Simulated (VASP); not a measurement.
# VZn7Se8 (F-43m) in VASP: notebook, part 2 of 2

VASP 6.6.1. The steps go on from the part before.

## Step 3: Single point, PBEsol+U, collinear spin, ferromagnetic start

The input, INCAR:

```
PREC = Accurate
ENCUT = 520
EDIFF = 1E-7
ISMEAR = 0
SIGMA = 0.05
LREAL = Auto
LASPH = True
NELM = 150
ALGO = Normal
ISIF = 2
LWAVE = False
LCHARG = False
ISPIN = 2
MAGMOM = 0.78 0 0.01 0 0 0.01 0 0 0.01 0.01 0.01 0 0.01 0 0 0
LORBIT = 11
LMAXMIX = 4
LDAU = True
LDAUTYPE = 2
LDAUL = 2 -1 -1
LDAUU = 3 0 0
LDAUJ = 0 0 0
LDAUPRINT = 1
GGA = PS
NBANDS = 90
```

The input, KPOINTS:

```
Automatic mesh
0
Gamma
  3 3 3
```

The input, POSCAR:

```
VZn7Se8
1.0
    0.0000000000      5.6676000000      5.6676000000
    5.6676000000      0.0000000000      5.6676000000
    5.6676000000      5.6676000000      0.0000000000
V Zn Se
1 7 8
Direct
    0.0000000000      1.0000000000      0.0000000000
    0.9992715414      0.9992715414      0.5007284586
    0.9992715414      0.5007284586      0.9992715414
    0.9992715414      0.5007284586      0.5007284586
    0.5007284586      0.9992715414      0.9992715414
    0.5007284586      0.9992715414      0.5007284586
    0.5007284586      0.5007284586      0.9992715414
    0.5000000000      0.5000000000      0.5000000000
    0.1269952428      0.1269952428      0.1269952428
    0.1269952428      0.1269952428      0.6190142715
    0.1269952428      0.6190142715      0.1269952428
    0.1253580918      0.6248806361      0.6248806361
    0.6190142715      0.1269952428      0.1269952428
    0.6248806361      0.1253580918      0.6248806361
    0.6248806361      0.6248806361      0.1253580918
    0.6248806361      0.6248806361      0.6248806361
```

Potentials or basis: VASP PAW PBE potentials, release 64 (V_sv, Zn, Se).

Command:

```bash
> cat potpaw_PBE.64/V_sv/POTCAR potpaw_PBE.64/Zn/POTCAR potpaw_PBE.64/Se/POTCAR > POTCAR
> mpirun -np 1 vasp_std > vasp.out
```

OUTCAR:

```text
PREC = Accurate
   ENCUT = 520
   EDIFF = 1E-7
   ISMEAR = 0
   LREAL = Auto
   LASPH = True
   NELM = 150
   ISIF = 2
   ISPIN = 2
   LORBIT = 11
   GGA = PS

 ion  position               nearest neighbor table
   1  0.000  0.000  0.000-   9 2.49  10 2.49  11 2.49  13 2.49
   2  0.999  0.999  0.501-  10 2.45   9 2.45  12 2.45  14 2.45
   3  0.999  0.501  0.999-  11 2.45   9 2.45  12 2.45  15 2.45
   4  0.999  0.501  0.501-  10 2.45  11 2.45  16 2.45  12 2.45
   5  0.501  0.999  0.999-  13 2.45   9 2.45  14 2.45  15 2.45
   6  0.501  0.999  0.501-  10 2.45  13 2.45  16 2.45  14 2.45
[... 8 lines left out ...]
  15  0.625  0.625  0.125-   3 2.45   5 2.45   7 2.45   8 2.45
  16  0.625  0.625  0.625-   4 2.45   6 2.45   7 2.45   8 2.45

  LATTYP: Found a face centered cubic cell.
 ALAT       =    11.3352000000

  Lattice vectors:

 A1 = (   0.0000000000,   5.6676000000,   5.6676000000)
 A2 = (   5.6676000000,   0.0000000000,   5.6676000000)
 A3 = (   5.6676000000,   5.6676000000,   0.0000000000)

Analysis of symmetry for initial positions (statically):
=====================================================================
 Subroutine PRICEL returns:
 Original cell was already a primitive cell.

 Routine SETGRP: Setting up the symmetry group for a
 face centered cubic supercell.

 Subroutine GETGRP returns: Found 24 space group operations
 (whereof 24 operations were pure point group operations)
 out of a pool of 48 trial point group operations.

The static configuration has the point symmetry T_d .

Analysis of symmetry for dynamics (positions and initial velocities):
=====================================================================
 Subroutine PRICEL returns:
 Original cell was already a primitive cell.

 Routine SETGRP: Setting up the symmetry group for a
 face centered cubic supercell.

 Subroutine GETGRP returns: Found 24 space group operations
 (whereof 24 operations were pure point group operations)
 out of a pool of 48 trial point group operations.

The dynamic configuration has the point symmetry T_d .

Analysis of structural, dynamic, and magnetic symmetry:
=====================================================================
 Subroutine PRICEL returns:
 Original cell was already a primitive cell.

 Routine SETGRP: Setting up the symmetry group for a
 face centered cubic supercell.

 Subroutine GETGRP returns: Found  8 space group operations
 (whereof  8 operations were pure point group operations)
 out of a pool of 48 trial point group operations.

The overall configuration has the point symmetry D_2d.

 Subroutine INISYM returns: Found  8 space group operations
 (whereof  8 operations are pure point group operations),
 and found     1 'primitive' translations

----------------------------------------------------------------------------------------
[... 167 lines left out ...]
  o =  0.0178  v =  0.0000  0.0000  0.0000  0.0000  0.0000  0.0000  0.0000  0.8660 -0.0000 -0.5000      0.0000  0.0000  0.0000  0.0000  0.0000  0.0000  0.0000  0.0000  0.0000  0.0000
  o =  0.0766  v =  0.0000  0.0000  0.0000  0.0000  0.0000  0.0000 -0.0000  0.0000  1.0000 -0.0000      0.0000  0.0000  0.0000  0.0000  0.0000  0.0000  0.0000  0.0000  0.0000  0.0000
  o =  0.0766  v =  0.0000  0.0000  0.0000  0.0000  0.0000  0.0000  1.0000  0.0000  0.0000 -0.0000      0.0000  0.0000  0.0000  0.0000  0.0000  0.0000  0.0000  0.0000  0.0000  0.0000
  o =  0.0766  v =  0.0000  0.0000  0.0000  0.0000  0.0000  1.0000  0.0000  0.0000  0.0000  0.0000      0.0000  0.0000  0.0000  0.0000  0.0000  0.0000  0.0000  0.0000  0.0000  0.0000
  o =  0.3697  v =  0.0000 -1.0000 -0.0000 -0.0000  0.0000  0.0000  0.0000  0.0000  0.0000  0.0000      0.0000  0.0000  0.0000  0.0000  0.0000  0.0000  0.0000  0.0000  0.0000  0.0000
  o =  0.3697  v =  1.0000  0.0000  0.0000  0.0000  0.0000  0.0000  0.0000  0.0000  0.0000  0.0000      0.0000  0.0000  0.0000  0.0000  0.0000  0.0000  0.0000  0.0000  0.0000  0.0000
  o =  0.3698  v =  0.0000  0.0000 -0.0000 -1.0000  0.0000  0.0000  0.0000  0.0000  0.0000  0.0000      0.0000  0.0000  0.0000  0.0000  0.0000  0.0000  0.0000  0.0000  0.0000  0.0000
  o =  0.8499  v =  0.0000  0.0000 -0.8660  0.0000  0.5000  0.0000  0.0000  0.0000  0.0000  0.0000      0.0000  0.0000  0.0000  0.0000  0.0000  0.0000  0.0000  0.0000  0.0000  0.0000
  o =  0.8499  v =  0.0000 -0.0000  0.5000 -0.0000  0.8660  0.0000  0.0000  0.0000  0.0000  0.0000      0.0000  0.0000  0.0000  0.0000  0.0000  0.0000  0.0000  0.0000  0.0000  0.0000

 number of electron     145.0000070 magnetization       2.9259629

 Free energy of the ion-electron system (eV)
  ---------------------------------------------------
  ext. energy  EPLUGINS =         0.00000000
  ---------------------------------------------------
  free energy    TOTEN  =       -58.74225705 eV

  energy without entropy =      -58.73971647  energy(sigma->0) =      -58.74098676

 E-fermi :   3.2762     XC(G=0):  -9.5625

 val. band max:        3.2262109872   @ k =  -0.3333   0.3333   0.0000
 cond. band min:       3.3993005442   @ k =   0.3333   0.0000  -0.3333
 fundamental gap:      0.1730895570
 Fermi energy:         3.2761877219

 spin component 1

 k-point     1 :       0.0000    0.0000    0.0000
  band No.  band energies     occupation
      1     -61.9789      1.00000
      2     -35.9824      1.00000
      3     -35.9824      1.00000
      4     -35.9823      1.00000
      5     -11.4979      1.00000
      6     -10.7135      1.00000
[... 511 lines left out ...]
     83       6.5514      0.00000
     84       6.6304      0.00000
 Fermi energy:         3.2761877219

 spin component 2

 k-point     1 :       0.0000    0.0000    0.0000
  band No.  band energies     occupation
      1     -59.4868      1.00000
      2     -33.5080      1.00000
      3     -33.5078      1.00000
      4     -33.5078      1.00000
      5     -11.4989      1.00000
      6     -10.7219      1.00000
[... 511 lines left out ...]
     83       6.7229      0.00000
     84       6.8144      0.00000
 [bands above 84 left out]

------------------------ aborting loop because EDIFF is reached ----------------------------------------

  FORCE on cell =-STRESS in cart. coord.  units (eV):
  Direction    XX          YY          ZZ          XY          YZ          ZX
  --------------------------------------------------------------------------------------
  -------------------------------------------------------------------------------------
  Total        0.5412620      0.5424271      0.5412620     -0.0000000      0.0000000      0.0000000
  in kB        2.3817194      2.3868459      2.3817194     -0.0000000      0.0000000      0.0000000
  external PRESSURE =       2.3834282 kB  Pullay stress =       0.0000000 kB

 VOLUME and BASIS-vectors are now :
 -----------------------------------------------------------------------------
  energy-cutoff  :      520.00
  volume of cell :      364.11
      direct lattice vectors                 reciprocal lattice vectors
     0.000000000  5.667600000  5.667600000    -0.088220764  0.088220764  0.088220764
     5.667600000  0.000000000  5.667600000     0.088220764 -0.088220764  0.088220764
     5.667600000  5.667600000  0.000000000     0.088220764  0.088220764 -0.088220764

 POSITION                                       TOTAL-FORCE (eV/Angst)
 -----------------------------------------------------------------------------------
      0.00000      0.00000      0.00000        -0.000000     -0.000000     -0.000000
      8.50140      8.50140     11.32694        -0.000000      0.000000     -0.011292
      8.50140     11.32694      8.50140        -0.000000     -0.011301     -0.000000
      5.67586      8.50140      8.50140         0.011292      0.000000     -0.000000
     11.32694      8.50140      8.50140        -0.011292      0.000000     -0.000000
      8.50140      5.67586      8.50140        -0.000000      0.011301     -0.000000
[... 8 lines left out ...]
      4.25205      4.25205      7.08315        -0.000351     -0.000354      0.000351
      7.08315      7.08315      7.08315         0.000351      0.000354      0.000351
 -----------------------------------------------------------------------------------
    total drift:                                0.000001      0.000001      0.000001

  FREE ENERGIE OF THE ION-ELECTRON SYSTEM (eV)
  ---------------------------------------------------
  free  energy   TOTEN  =       -58.7422570451 eV

  energy  without entropy=      -58.7397164718  energy(sigma->0) =      -58.74098676

 total charge

# of ion       s       p       d       tot
------------------------------------------
    1        2.223   6.135   3.052  11.410
    2        0.545   0.453   9.783  10.781
    3        0.545   0.453   9.783  10.781
    4        0.545   0.453   9.783  10.781
    5        0.545   0.453   9.783  10.781
    6        0.545   0.453   9.783  10.781
[... 8 lines left out ...]
   15        1.440   2.410   0.031   3.881
   16        1.440   2.410   0.031   3.881
--------------------------------------------------
tot         17.550  28.663  71.798 118.012

 magnetization (x)

# of ion       s       p       d       tot
------------------------------------------
    1        0.031   0.024   2.531   2.586
    2        0.010   0.004  -0.001   0.013
    3        0.010   0.004  -0.001   0.013
    4        0.010   0.004  -0.001   0.013
    5        0.010   0.004  -0.001   0.013
    6        0.010   0.004  -0.001   0.013
[... 8 lines left out ...]
   15        0.001  -0.000   0.000   0.001
   16        0.001  -0.000   0.000   0.001
--------------------------------------------------
tot          0.089  -0.172   2.562   2.479
```

Run time: 26 min. Hardware: 1 thread of Intel Xeon 8259CL, shared host; peak memory 0.81 GiB.

What came out:

* Free energy: -58.7423 eV
* Pressure: 0.2 GPa
* Largest force: 0.011 eV/Å
* Net moment: 2.93 μB per cell
* Site moments: V +2.59; Zn +0.01, -0.00 (each value once); Se -0.05, +0.00 (each value once) μB
* Valence electrons inside the program's atomic spheres: V 11.41; Zn 10.78; Se 3.90, 3.88 (each value once)

Forces in eV/Å, atoms in the order of the input:
```
V    0.000  0.000  0.000
Zn   0.000  0.000 -0.011
Zn   0.000 -0.011  0.000
Zn   0.011  0.000  0.000
Zn  -0.011  0.000  0.000
Zn   0.000  0.011  0.000
Zn   0.000  0.000  0.011
Zn   0.000  0.000  0.000
Se   0.000  0.000  0.000
Se   0.000  0.000  0.000
Se   0.000  0.000  0.000
Se   0.000  0.000  0.000
Se   0.000  0.000  0.000
Se   0.000  0.000  0.000
Se   0.000  0.000  0.000
Se   0.000  0.000  0.000
```

Levels at points of the mesh, in eV from the Fermi level:
Spin up:
```csv
k point,band 72,band 73,band 74,band 75,band 76,band 77
"(0.00, 0.00, 0.00)",-1.67,-1.67,-0.26,0.31,0.31,0.31
```
Spin down:
| k point | band 68 | band 69 | band 70 | band 71 | band 72 | band 73 | band 74 | band 75 |
| --- | --- | --- | --- | --- | --- | --- | --- | --- |
| (0.00, 0.00, 0.00) | -2.41 | -1.71 | -1.71 | -1.71 | -0.21 | 0.91 | 0.91 | 0.91 |

Eigenvalues of the final occupation matrices:
| site | spin | trace | eigenvalues |
| --- | --- | --- | --- |
| site 1 d | 1 | 2.81 | 0.37 0.37 0.37 0.85 0.85 |
| site 1 d | 2 | 0.27 | 0.02 0.02 0.08 0.08 0.08 |

Caveat: the PAW data sets were made with another functional, which shifts forces and pressure a little. The state reached can hang on the start; a lower one may exist.
